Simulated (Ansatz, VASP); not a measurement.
Zr: VASP beside Ansatz

File POSCAR:

```
Zr
1.0
    3.2445832200      0.0000000000      0.0000000000
   -1.6222916100      2.8098914932      0.0000000000
    0.0000000000      0.0000000000      5.1573641137
Zr
2
Direct
    0.3333333333      0.6666666667      0.2500000000
    0.6666666667      0.3333333333      0.7500000000
```

Contents of INCAR.step1:

```
PREC = Accurate
ENCUT = 520
ISMEAR = -1
SIGMA = 0.1
LREAL = F
LASPH = T
NELM = 60
NBANDS = 19
GGA = PE
ALGO = Normal
EDIFF = 1E-4
LWAVE = T
LCHARG = F
```

The input INCAR.step2:

```
PREC = Accurate
ENCUT = 520
EDIFF = 1E-6
ISMEAR = -1
SIGMA = 0.1
LREAL = F
LASPH = T
NELM = 60
ALGO = Normal
ISIF = 2
LWAVE = F
LCHARG = T
METAGGA = R2SCAN
LMIXTAU = T
LELF = T
LVHAR = T
NBANDS = 19
ISTART = 1
```

The input KPOINTS:

```
regular mesh
0
Gamma
  9 9 5
```

Input for Ansatz:

```yaml
crystal:
  lattice:
    - [3.24458322, 0.0, 0.0]
    - [-1.62229161, 2.8098914932, 0.0]
    - [0.0, 0.0, 5.1573641137]
  atoms:
    - { symbol: Zr, position: [0.3333333333, 0.6666666667, 0.25] }
    - { symbol: Zr, position: [0.6666666667, 0.3333333333, 0.75] }
hamiltonian:
  xc: r2scan
  pseudopotentials:
    kind: paw
    azcp:
      Zr: "pseudopotentials/Zr.paw.azcp"
basis:
  ecutwfc: 500
  fft_grid_basis: typed
kpoints:
  mp_grid: { grid: [9, 9, 5], shift: [0, 0, 0] }
magnetization:
  spin_polarized: false
scf:
  occupations: { method: fermi_dirac, width: 0.1 }
  lower_state_search: "off"
output:
  stress: true
```

Alike in both runs: task single point; functional r2SCAN; k mesh 9 × 9 × 5; occupations fermi-dirac, width 0.1 eV; no spin polarisation.

```csv
,VASP,Ansatz
version,VASP 6.6.1,Ansatz 0.2.0
potentials or method,"VASP PAW PBE potentials, release 64 (Zr_sv), cutoff 520 eV","plane waves (500 eV) with PAW, scalar-relativistic"
valence electrons in the cell,24,24
```

VASP gave:

| Quantity | Value |
| --- | --- |
| pressure (GPa) | -0.1 |
| traceless stress, the component that is largest in VASP (GPa) | 0.12 |

Problem. Which values does Ansatz return?

Solution. Pressure (GPa): -0.1; traceless stress, the component that is largest in VASP (GPa): 0.13.

VASP's potentials were made for PBE, not for r2SCAN. With one functional, cell and mesh, what is left measures potentials, basis and numerics.
